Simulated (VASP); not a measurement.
# Mg (P6_3/mmc) in VASP: a series of runs

The runs below take Mg through relaxation of cell and atoms, with PBEsol.

All numbers are computed with VASP 6.6.1; they aren't measurements. Logs are shortened: lines on timing, memory, paths and dates and some standing lists are left out, and cuts for length are marked.

**1. The cell of the first run**

The structure is hexagonal, space group P6_3/mmc (No. 194). The conventional cell has a = 2.591 Å, b = 2.591 Å, c = 4.191 Å, α = 90.00°, β = 90.00°, γ = 120.00°. Mg (site symmetry -6m2) has 12 Mg at 2.57 to 2.59 Å within 3.4 Å.

**2. Relaxation of cell and atoms, PBEsol, target pressure 100 GPa, at which the enthalpy is minimised**

Input file INCAR:

```
SYSTEM = Mg
ALGO = Normal
EDIFF = 1E-7
EDIFFG = -0.004
ENCUT = 600
GGA = PS
GGA_COMPAT = .FALSE.
IBRION = 2
ISIF = 3
ISMEAR = 0
LASPH = .TRUE.
LCHARG = .FALSE.
LREAL = .FALSE.
LWAVE = .FALSE.
NELM = 120
NELMIN = 4
NSW = 70
PREC = Accurate
PSTRESS = 1000.0
SIGMA = 0.1
```

Input file KPOINTS:

```
k-points
0
G
  18 18 10
  0 0 0
```

Input file POSCAR:

```
Mg
1.0
    2.5909882392      0.0000000000      0.0000000000
   -1.2954941196      2.2438616361      0.0000000000
    0.0000000000      0.0000000000      4.1906284058
Mg
2
Direct
    0.3333333333      0.6666666667      0.2500000000
    0.6666666667      0.3333333333      0.7500000000
```

Potentials or basis: VASP PAW PBE potentials, release 64 (Mg).

Command:

```bash
$ cat potpaw_PBE.64/Mg/POTCAR > POTCAR
$ mpirun -np 1 vasp_std > vasp.out
```

OUTCAR:

```text
SYSTEM = Mg
   EDIFF = 1E-7
   EDIFFG = -0.004
   ENCUT = 600
   GGA = PS
   IBRION = 2
   ISIF = 3
   ISMEAR = 0
   LASPH = .TRUE.
   LREAL = .FALSE.
   NELM = 120
   NELMIN = 4
   NSW = 70
   PREC = Accurate
   PSTRESS = 1000.0

 ion  position               nearest neighbor table
   1  0.333  0.667  0.250-   2 2.57   2 2.57   2 2.57   2 2.57   2 2.57   2 2.57   2 3.65   2 3.65
                             2 3.65   2 3.65   2 3.65   2 3.65
   2  0.667  0.333  0.750-   1 2.57   1 2.57   1 2.57   1 2.57   1 2.57   1 2.57   1 3.65   1 3.65
                             1 3.65   1 3.65   1 3.65   1 3.65

  LATTYP: Found a hexagonal cell.
 ALAT       =     2.5909882392
 C/A-ratio  =     1.6173861164

  Lattice vectors:

 A1 = (   2.5909882392,   0.0000000000,   0.0000000000)
 A2 = (  -1.2954941196,   2.2438616361,   0.0000000000)
 A3 = (   0.0000000000,   0.0000000000,   4.1906284058)

Analysis of symmetry for initial positions (statically):
=====================================================================
 Subroutine PRICEL returns:
 Original cell was already a primitive cell.

 Routine SETGRP: Setting up the symmetry group for a
 hexagonal supercell.

 Subroutine GETGRP returns: Found 24 space group operations
 (whereof 12 operations were pure point group operations)
 out of a pool of 24 trial point group operations.

The static configuration has the point symmetry D_3d.
 The point group associated with its full space group is D_6h.

Analysis of symmetry for dynamics (positions and initial velocities):
=====================================================================
 Subroutine PRICEL returns:
 Original cell was already a primitive cell.

 Routine SETGRP: Setting up the symmetry group for a
 hexagonal supercell.

 Subroutine GETGRP returns: Found 24 space group operations
 (whereof 12 operations were pure point group operations)
 out of a pool of 24 trial point group operations.

The dynamic configuration has the point symmetry D_3d.
 The point group associated with its full space group is D_6h.

 Subroutine INISYM returns: Found 24 space group operations
 (whereof 12 operations are pure point group operations),
 and found     1 'primitive' translations

----------------------------------------------------------------------------------------

                                     Primitive cell

  volume of cell :      24.3636

  direct lattice vectors                    reciprocal lattice vectors
     2.590988239  0.000000000  0.000000000     0.385953122  0.222830139  0.000000000
    -1.295494120  2.243861636  0.000000000     0.000000000  0.445660278  0.000000000
     0.000000000  0.000000000  4.190628406     0.000000000  0.000000000  0.238627696

  length of vectors
     2.590988239  2.590988239  4.190628406     0.445660278  0.445660278  0.238627696

  position of ions in fractional coordinates (direct lattice)
     0.333333333  0.666666667  0.250000000
     0.666666667  0.333333333  0.750000000

  ion indices of the primitive-cell ions
   primitive index   ion index
                 1           1
                 2           2

----------------------------------------------------------------------------------------

 KPOINTS: k-points

Automatic generation of k-mesh.
 Grid dimensions read from file:
 generate k-points for:   18   18   10

 Generating k-lattice:

  Cartesian coordinates                     Fractional coordinates (reciprocal lattice)
     0.021441840  0.012379452  0.000000000     0.055555556  0.000000000  0.000000000
     0.000000000  0.024758904  0.000000000     0.000000000  0.055555556  0.000000000
     0.000000000  0.000000000  0.023862770     0.000000000  0.000000000  0.100000000

  Length of vectors
     0.024758904  0.024758904  0.023862770

  Shift w.r.t. Gamma in fractional coordinates (k-lattice)
     0.000000000  0.000000000  0.000000000

 Subroutine IBZKPT returns following result:
 ===========================================

 Found    222 irreducible k-points:

 Following reciprocal coordinates:
            Coordinates               Weight
  0.000000  0.000000  0.000000      1.000000
  0.055556 -0.000000  0.000000      6.000000
  0.111111 -0.000000  0.000000      6.000000
  0.166667  0.000000  0.000000      6.000000
  0.222222 -0.000000  0.000000      6.000000
  0.277778  0.000000  0.000000      6.000000
[... 16 lines left out ...]
  0.333333  0.111111  0.000000     12.000000
  0.388889  0.111111  0.000000     12.000000
 [... further k-points ...]
   k-points           NKPTS =    222   k-points in BZ     NKDIM =    222   number of bands    NBANDS=      6
   number of dos      NEDOS =    301   number of ions     NIONS =      2
   total plane-waves  NPLWV =  20736
   dimension x,y,z NGX =    24 NGY =   24 NGZ =   36
   dimension x,y,z NGXF=    48 NGYF=   48 NGZF=   72
   ions per type =               2
   NGX,Y,Z   is equivalent  to a cutoff of  15.40, 15.40, 14.28 a.u.
   NGXF,Y,Z  is equivalent  to a cutoff of  30.80, 30.80, 28.56 a.u.
 SYSTEM =  Mg
   PREC   = accura    normal or accurate (medium, high low for compatibility)
   ISTART =      0    job   : 0-new  1-cont  2-samecut
   ICHARG =      2    charge: 1-file 2-atom 10-const
   ISPIN  =      1    spin polarized calculation?
   LNONCOLLINEAR =      F non collinear calculations
   LSORBIT =      F    spin-orbit coupling
   LASPH  =      T    aspherical Exc in radial PAW
   ENCUT  =  600.0 eV  44.10 Ry    6.64 a.u.   5.17  5.17  8.37*2*pi/ulx,y,z
   NELM   =    120;   NELMIN=  4; NELMDL= -5     # of ELM steps
   EDIFF  = 0.1E-06   stopping-criterion for ELM
   LREAL  =      F    real-space projection
   EDIFFG = -.4E-02   stopping-criterion for IOM
   NSW    =     70    number of steps for IOM
   IBRION =      2    ionic relax: 0-MD 1-quasi-New 2-CG
   NFREE  =      1    steps in history (QN), initial steepest desc. (CG)
   ISIF   =      3    stress and relaxation
   ISYM   =      2    0-nonsym 1-usesym 2-fastsym
   POTIM  = 0.5000    time-step for ionic-motion
   TEBEG  =    0.0;   TEEND  =   0.0 temperature during run
   PSTRESS= 1000.0 pullay stress
   NELECT =       4.0000    total number of electrons
   NUPDOWN=      -1.0000    fix difference up-down
   EMIN   =  10.00;   EMAX   =-10.00  energy-range for DOS
   EFERMI =   0.00;   METHOD = LEGACY
   ISMEAR =     0;   SIGMA  =   0.10  broadening in eV -4-tet -1-fermi 0-gaus
   EFERMI_NEDOS =   21; number of points for ismear=-14 and -15
   IALGO  =     38    algorithm
   IMIX   =      4    mixing-type and parameters
     AMIX     =   0.40;   BMIX     =  1.00
     AMIX_MAG =   1.60;   BMIX_MAG =  1.00
  volume/ion in A,a.u.               =      12.18        82.21
  Fermi-wavevector in a.u.,A,eV,Ry     =   0.896426  1.694000 10.933372  0.803580
  Thomas-Fermi vector in A             =   2.018883
   LORBIT       =      0    0 simple, 1 ext, 2 COOP (PROOUT), +10 PAW based schemes
   GGA     = PS    functional components
   LHFCALC =     F    Hartree Fock is set to
   AEXX    =    0.0000 exact exchange contribution
   IVDW    =     0    specifies the selected vdW correction
   LEPSILON=     F    determine dielectric tensor
   LRPA    =     F    only Hartree local field effects (RPA)
 conjugate gradient relaxation of ions
 non-spin polarized calculation
 Gauss-broadening in eV      SIGMA  =   0.10
  energy-cutoff  :      600.00
  volume of cell :       24.36
 maximum number of plane-waves:       827
 NGX is ok and might be reduce to    24
   NGX = 11   NGY = 11   NGZ = 17

--------------------------------------- Ionic step        1  -------------------------------------------

 number of electron       4.0000000 magnetization

 Free energy of the ion-electron system (eV)
  ---------------------------------------------------
  ext. energy  EPLUGINS =         0.00000000
  ---------------------------------------------------
  free energy    TOTEN  =        -0.46365369 eV

  energy without entropy =       -0.46114386  energy(sigma->0) =       -0.46239878

------------------------ aborting loop because EDIFF is reached ----------------------------------------

  FORCE on cell =-STRESS in cart. coord.  units (eV):
  Direction    XX          YY          ZZ          XY          YZ          ZX
  --------------------------------------------------------------------------------------
  -------------------------------------------------------------------------------------
  Total       11.6923860     11.6923860     11.6948527     -0.0000000     -0.0000000      0.0000000
  in kB      768.9056630    768.9056630    769.0678783     -0.0000000     -0.0000000      0.0000000
  external PRESSURE =    -231.0402652 kB  Pullay stress =    1000.0000000 kB
[... 289 lines left out ...]
  enthalpy is  TOTEN    =        14.6083652153 eV   P V=       14.0982514044

--------------------------------------- Ionic step        9  -------------------------------------------

 number of electron       4.0000000 magnetization

 Free energy of the ion-electron system (eV)
  ---------------------------------------------------
  ext. energy  EPLUGINS =         0.00000000
  ---------------------------------------------------
  free energy    TOTEN  =         0.51263623 eV

  energy without entropy =        0.51507545  energy(sigma->0) =        0.51385584

 E-fermi :   7.6391     XC(G=0): -11.1089

 val. band max:        7.5927323140   @ k =   0.3333  -0.0000   0.0000
 cond. band min:       7.6567983378   @ k =   0.2222   0.2222   0.1000
 fundamental gap:      0.0640660238
 Fermi energy:         7.6390847162

 k-point     1 :       0.0000    0.0000    0.0000
  band No.  band energies     occupation
      1      -2.8987      2.00000
      2       4.8396      2.00000
      3       6.3936      2.00000
      4      23.1556      0.00000
      5      23.1556      0.00000
      6      24.2310      0.00000

 k-point     2 :       0.0556   -0.0000    0.0000
  band No.  band energies     occupation
      1      -2.7999      2.00000
      2       4.9148      2.00000
      3       6.4832      2.00000
      4      21.4464      0.00000
      5      22.7643      0.00000
      6      24.0460      0.00000
[... 190 lines left out ...]
 k-point    24 :       0.3889    0.1111    0.0000
  band No.  band energies     occupation
      1       3.2621      2.00000
      2       6.3177      2.00000
      3       9.9931      0.00000
      4      11.5153      0.00000
      5      13.1070      0.00000
      6      14.0373      0.00000

 [... further k-points ...]

------------------------ aborting loop because EDIFF is reached ----------------------------------------

  FORCE on cell =-STRESS in cart. coord.  units (eV):
  Direction    XX          YY          ZZ          XY          YZ          ZX
  --------------------------------------------------------------------------------------
  -------------------------------------------------------------------------------------
  Total       14.0949551     14.0949551     14.0963353      0.0000000      0.0000000      0.0000000
  in kB      999.9457528    999.9457529   1000.0436678      0.0000000      0.0000000      0.0000000
  external PRESSURE =      -0.0216088 kB  Pullay stress =    1000.0000000 kB
[... 17 lines left out ...]
  FREE ENERGIE OF THE ION-ELECTRON SYSTEM (eV)
  ---------------------------------------------------
  free  energy   TOTEN  =         0.5126362322 eV

  energy  without entropy=        0.5150754503  energy(sigma->0) =        0.51385584

  enthalpy is  TOTEN    =        14.6083560091 eV   P V=       14.0957197769

 reached required accuracy - stopping structural energy minimisation
```

Wall time 3.6 min (1 thread of AMD EPYC 7R13, shared host); peak memory 0.17 GiB.

Results:

| Quantity | Value |
| --- | --- |
| Free energy | 0.5126 eV |
| Relaxed volume | 11.29 Å³/atom |
| Relaxed cell | a = 2.525 Å, b = 2.525 Å, c = 4.089 Å, α = 90.00°, β = 90.00°, γ = 120.00° |
| Space group after relaxing (to 0.1 Å) | P6_3/mmc (No. 194) |
| Energy change on relaxing (the run minimises the enthalpy) | +488.1 meV/atom |
| Ionic steps | 9 |
| Pressure after relaxing | 100.0 GPa |
| Band gap on the k mesh | zero (bands 2 and 3 overlap by 2.22 eV) |

The path:
```
step  energy change (eV)  largest force (eV/Å)  pressure (GPa)  volume (Å³)
   1              0.0000                0.0000           76.90        24.36
   2              4.3140                0.0000          183.59        18.68
   3              0.9016                0.0000           98.21        22.70
   4              0.9686                0.0000           99.82        22.60
   5              0.9901                0.0000          100.33        22.56
   6              0.9491                0.0000           99.35        22.63
   7              0.9742                0.0000           99.95        22.59
   8              0.9738                0.0000           99.94        22.59
   9              0.9763                0.0000          100.00        22.58
```

Final structure:
```xyz
2
Lattice="2.5253 0.0000 0.0000 -1.2627 2.1870 0.0000 0.0000 0.0000 4.0892" Properties=species:S:1:pos:R:3 pbc="T T T"
Mg    0.0000    1.4580    1.0223
Mg    1.2627    0.7290    3.0669
```

Caveat: the cell is relaxed towards a set pressure, so the run minimises the enthalpy, not the energy; the PAW data sets were made with another functional, which shifts forces and pressure a little.

**3. Relaxation of cell and atoms, PBEsol, target pressure 50 GPa, at which the enthalpy is minimised**

This run uses another cell than the first one, of 13.59 Å³/atom.

Input file INCAR:

```
SYSTEM = Mg
PREC = Accurate
ENCUT = 600
EDIFF = 1E-7
ISMEAR = 0
SIGMA = 0.1
LREAL = .False.
LASPH = .True.
NELM = 120
ALGO = Normal
ISIF = 3
LWAVE = .False.
LCHARG = .False.
GGA = PS
IBRION = 2
NSW = 100
EDIFFG = -0.002
PSTRESS = 500.0
GGA_COMPAT = .False.
NELMIN = 4
```

Input file KPOINTS:

```
regular mesh
0
Gamma
  18 18 10
  0 0 0
```

Input file POSCAR:

```
Mg
1.0
    2.6931532104      0.0000000000      0.0000000000
   -1.3465766052      2.3323390965      0.0000000000
    0.0000000000      0.0000000000      4.3286256009
Mg
2
Direct
    0.3333333333      0.6666666667      0.2500000000
    0.6666666667      0.3333333333      0.7500000000
```

Potentials or basis: VASP PAW PBE potentials, release 64 (Mg).

Command:

```bash
$ cat potpaw_PBE.64/Mg/POTCAR > POTCAR
$ mpirun -np 1 vasp_std > vasp.out
```

Run time: 1.9 min. Hardware: 1 thread of AMD EPYC 7R13, shared host; peak memory 0.16 GiB.

It converged, with:

```
Free energy                                                : -1.6229 eV
Relaxed volume                                             : 13.67 Å³/atom
Relaxed cell                                               : a = 2.693 Å, b = 2.693 Å, c = 4.351 Å, α = 90.00°, β = 90.00°, γ = 120.00°
Space group after relaxing (to 0.1 Å)                      : P6_3/mmc (No. 194)
Energy change on relaxing (the run minimises the enthalpy) : -23.3 meV/atom
Ionic steps                                                : 5
Pressure after relaxing                                    : 50.0 GPa
Band gap on the k mesh                                     : zero (bands 2 and 3 overlap by 2.14 eV)
```

Step by step:
```csv
step,energy change (eV),largest force (eV/Å),pressure (GPa),volume (Å³)
1,0.0000,0.0000,51.09,27.19
2,-0.1137,0.0000,48.46,27.55
3,-0.0532,0.0000,49.86,27.36
4,-0.0476,0.0000,49.99,27.34
5,-0.0467,0.0000,50.01,27.34
```

Final structure:
```cif
data_structure
_symmetry_space_group_name_H-M 'P 1'
_symmetry_Int_Tables_number 1
_cell_length_a 2.6934
_cell_length_b 2.6934
_cell_length_c 4.3513
_cell_angle_alpha 90.000
_cell_angle_beta 90.000
_cell_angle_gamma 120.000
_cell_volume 27.34
loop_
_atom_site_label
_atom_site_type_symbol
_atom_site_fract_x
_atom_site_fract_y
_atom_site_fract_z
_atom_site_occupancy
Mg1 Mg 0.33333 0.66667 0.25000 1
Mg2 Mg 0.66667 0.33333 0.75000 1
```

Levels at points of the mesh, in eV from the Fermi level:
```csv
k point,band 1,band 2,band 3,band 4,band 5,band 6
"(0.00, 0.00, 0.00)",-9.47,-2.51,-1.20,14.13,14.13,15.20
"(0.50, 0.00, 0.00)",-3.14,-2.64,3.10,3.64,4.78,5.14
"(0.00, 0.00, 0.50)",-7.50,-7.50,6.83,6.83,14.94,14.94
"(0.50, 0.00, 0.50)",-1.68,-1.68,-0.36,-0.36,9.83,9.83
```

Caveat: the cell is relaxed towards a set pressure, so the run minimises the enthalpy, not the energy; the PAW data sets were made with another functional, which shifts forces and pressure a little. Zero-point motion and thermal expansion aren't in these numbers.

**4. Relaxation of cell and atoms, PBEsol, target pressure 50 GPa, at which the enthalpy is minimised**

This run uses another cell than the first one, of 13.60 Å³/atom.

Input file INCAR:

```
SYSTEM = Mg
ALGO = Normal
EDIFF = 1E-7
EDIFFG = -0.004
ENCUT = 600
GGA = PS
GGA_COMPAT = .False.
IBRION = 2
ISIF = 3
ISMEAR = 0
LASPH = .True.
LCHARG = .False.
LREAL = .False.
LWAVE = .False.
NELM = 120
NELMIN = 4
NSW = 70
PREC = Accurate
PSTRESS = 500.0
SIGMA = 0.1
```

Input file KPOINTS:

```
k-points
0
Gamma
  18 18 10
  0 0 0
```

Input file POSCAR:

```
Mg
1.0
    2.6887105570      0.0000000000      0.0000000000
   -1.3443552785      2.3284916457      0.0000000000
    0.0000000000      0.0000000000      4.3436202060
Mg
2
Direct
    0.3333333333      0.6666666667      0.2500000000
    0.6666666667      0.3333333333      0.7500000000
```

Command:

```bash
$ cat potpaw_PBE.64/Mg/POTCAR > POTCAR
$ mpirun -np 1 vasp_std > vasp.out
```

Wall time 86 s (1 thread of AMD EPYC 7R13, shared host); peak memory 0.16 GiB.

Results (log left out):

```
Free energy                                                : -1.6231 eV
Relaxed volume                                             : 13.67 Å³/atom
Relaxed cell                                               : a = 2.693 Å, b = 2.693 Å, c = 4.351 Å, α = 90.00°, β = 90.00°, γ = 120.00°
Space group after relaxing (to 0.1 Å)                      : P6_3/mmc (No. 194)
Energy change on relaxing (the run minimises the enthalpy) : -22.6 meV/atom
Ionic steps                                                : 3
Pressure after relaxing                                    : 50.0 GPa
Band gap on the k mesh                                     : zero (bands 2 and 3 overlap by 2.14 eV)
```

Step by step:
| step | energy change (eV) | largest force (eV/Å) | pressure (GPa) | volume (Å³) |
| --- | --- | --- | --- | --- |
| 1 | 0.0000 | 0.0000 | 51.05 | 27.19 |
| 2 | -0.1094 | 0.0000 | 48.52 | 27.55 |
| 3 | -0.0452 | 0.0000 | 50.00 | 27.34 |

Final structure:
```xyz
2
Lattice="2.6934 0.0000 0.0000 -1.3467 2.3325 0.0000 0.0000 0.0000 4.3513" Properties=species:S:1:pos:R:3 pbc="T T T"
Mg    0.0000    1.5550    1.0878
Mg    1.3467    0.7775    3.2635
```

Levels at points of the mesh, in eV from the Fermi level:
| k point | band 1 | band 2 | band 3 | band 4 | band 5 | band 6 |
| --- | --- | --- | --- | --- | --- | --- |
| (0.00, 0.00, 0.00) | -9.47 | -2.51 | -1.20 | 14.13 | 14.13 | 15.20 |
| (0.50, 0.00, 0.00) | -3.14 | -2.64 | 3.10 | 3.64 | 4.78 | 5.14 |
| (0.00, 0.00, 0.50) | -7.50 | -7.50 | 6.83 | 6.83 | 14.94 | 14.94 |
| (0.50, 0.00, 0.50) | -1.68 | -1.68 | -0.36 | -0.36 | 9.83 | 9.83 |

Caveat: the cell is relaxed towards a set pressure, so the run minimises the enthalpy, not the energy; the PAW data sets were made with another functional, which shifts forces and pressure a little. Zero-point motion and thermal expansion aren't in these numbers.

**5. Summary**

```csv
cell,gap on the mesh (eV),pressure (GPa)
"relaxed to 100 GPa from a = 2.591, b = 2.591, c = 4.191 Å, angles 90.0, 90.0, 120.0°, 2 atoms",none,100.0
"relaxed to 50 GPa from a = 2.693, b = 2.693, c = 4.329 Å, angles 90.0, 90.0, 120.0°, 2 atoms",none,50.0
"relaxed to 50 GPa from a = 2.689, b = 2.689, c = 4.344 Å, angles 90.0, 90.0, 120.0°, 2 atoms",none,50.0
```

Alike in all rows: task relaxation of cell and atoms; level PBEsol; potentials or basis VASP PAW PBE potentials, release 64 (Mg); no spin polarisation; k mesh 18 × 18 × 10; cutoff (eV) 600; smearing gaussian 0.1 eV.

Caveats: the cell is relaxed towards a set pressure, so the run minimises the enthalpy, not the energy; the PAW data sets were made with another functional, which shifts forces and pressure a little.

Absolute energies hang on the potentials; compare differences alone.
